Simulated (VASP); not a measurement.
A run of VASP 6.6.1 is set up as follows.

Contents of INCAR:

```
PREC     = Accurate       # precision mode
ENCUT    = 520            # plane-wave cutoff, eV
EDIFF    = 1E-6           # SCF threshold, eV
ISMEAR   = 0              # smearing method
SIGMA    = 0.1            # smearing width, eV
LREAL    = F              # projectors in reciprocal space
LASPH    = T              # aspherical terms in the spheres
NELM     = 80             # most SCF steps
ALGO     = Fast           # electronic algorithm
ISIF     = 2              # what is computed and relaxed
LWAVE    = F              # write WAVECAR
LCHARG   = F              # write CHGCAR
GGA      = PS             # functional
NBANDS   = 34             # bands
```

Contents of KPOINTS:

```
regular mesh
0
Gamma
  10 10 10
```

File POSCAR:

```
Ga
1.0
    3.8272397177     -2.2864764066      0.0000000000
    3.8272397177      2.2864764066      0.0000000000
    0.0000000000      0.0000000000      4.5416228410
Ga
4
Direct
    0.9896654685      0.3346674332      0.2500000000
    0.3346674332      0.9896654685      0.7500000000
    0.0103345315      0.6653325668      0.7500000000
    0.6653325668      0.0103345315      0.2500000000
```

Potentials or basis: VASP PAW PBE potentials, release 64 (Ga_d).

Launch:

```bash
$ cat potpaw_PBE.64/Ga_d/POTCAR > POTCAR
$ mpirun -np 1 vasp_std > vasp.out
```

Problem. Estimate the pressure.

Solution. 0.0 GPa.

Problem. Predict the band gap on the k mesh.

Solution. Zero (bands 26 and 27 overlap by 0.90 eV).

Forces on the atoms (eV/Å):
```
Ga  -0.005  0.001  0.000
Ga  -0.005 -0.001  0.000
Ga   0.005 -0.001  0.000
Ga   0.005  0.001  0.000
```

Caveat: the PAW data sets were made with another functional, which shifts forces and pressure a little.
